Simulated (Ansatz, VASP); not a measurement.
## Ni3Ge: VASP beside Ansatz

```
Ni Ge
1.0
     3.52491    0.00000    0.00000
     0.00000    3.52491    0.00000
     0.00000    0.00000    3.52491
Ni Ge
3 1
Cartesian
  1.7625 0.0000 1.7625
  0.0000 1.7625 1.7625
  1.7625 1.7625 0.0000
  0.0000 0.0000 0.0000
```

Alike in both runs: functional PBEsol; k mesh 12 × 12 × 12; occupations gaussian, width 0.1 eV; no spin polarisation.

Ansatz relaxed the structure, and its values are those at the end. VASP's run is a single point on that final structure, the one shown.

|  | VASP | Ansatz |
| --- | --- | --- |
| version | VASP 6.6.1 | Ansatz 0.2.0 |
| potentials or method | VASP PAW PBE potentials, release 64 (Ni, Ge_d), cutoff 520 eV | scalar-relativistic, plane waves, PAW |
| valence electrons in the cell | 44 | 68 |

```csv
,VASP,Ansatz,Ansatz less VASP
gap on the k mesh at the Fermi level (eV),none,none,-
pressure (GPa),0.4,0.0,-0.36
```

VASP's potentials were made for PBE, not for PBEsol. A gap of «none» marks a metal or a gap that the smearing closes. VASP's potentials hold 44 valence electrons a cell and Ansatz's 68, so a difference there can come from the potentials and not from the codes.
